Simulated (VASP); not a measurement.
Set up this calculation in VASP 6.6.1, as the native input.

```
Task                   : single point
Functional             : PBE
Potentials or basis    : VASP PAW PBE potentials, release 64 (Be, Te, I)
Cutoff                 : 520 eV
k mesh                 : 6 × 6 × 4
Occupations            : gaussian, width 0.1 eV
Spin                   : no spin polarisation
Dipole correction      : no
Further INCAR settings : ALGO = Fast; EDIFF = 1e-06; NBANDS = 16
```

The structure of Be2TeI lies in POSCAR:

```
Be2TeI
1.0
    3.7859650200      0.0000000000      0.0000000000
   -1.8929825100      3.2787418800      0.0000000000
    0.0000000000      0.0000000000      6.2377166900
Be Te I
2 1 1
Direct
    0.6666666700      0.3333333300      0.2500000000
    0.6666666700      0.3333333300      0.7500000000
    0.0000000000      0.0000000000      0.0000000000
    0.3333333300      0.6666666700      0.5000000000
```

These files were run (other wordings do the same):

INCAR

```
PREC = Accurate
ENCUT = 520
EDIFF = 1E-6
ISMEAR = 0
SIGMA = 0.1
LREAL = False
LASPH = True
NELM = 60
ALGO = Fast
ISIF = 2
LWAVE = False
LCHARG = False
GGA = PE
NBANDS = 16
```

KPOINTS

```
regular mesh
0
Gamma
  6 6 4
```

Potentials or basis: VASP PAW PBE potentials, release 64 (Be, Te, I).

Launch:

```sh
$ cat potpaw_PBE.64/Be/POTCAR potpaw_PBE.64/Te/POTCAR potpaw_PBE.64/I/POTCAR > POTCAR
$ mpirun -np 1 vasp_std > vasp.out
```

Results of the run:

The pressure is 3.7 GPa and the largest force is 1.372 eV/Å. The band gap on the k mesh is zero (an odd number of electrons rules out a gap without spin polarisation).

Caveat: the cell stands under pressure; spin-orbit coupling is left out, which moves the levels of the heavy elements; an odd number of electrons without spin polarisation forces a metal; a magnetic or distorted state may lie lower.

Run time: 46 s on 1 thread of Oxide Virtual Turin-like Processor, with other jobs on the host, peak memory 0.16 GiB.
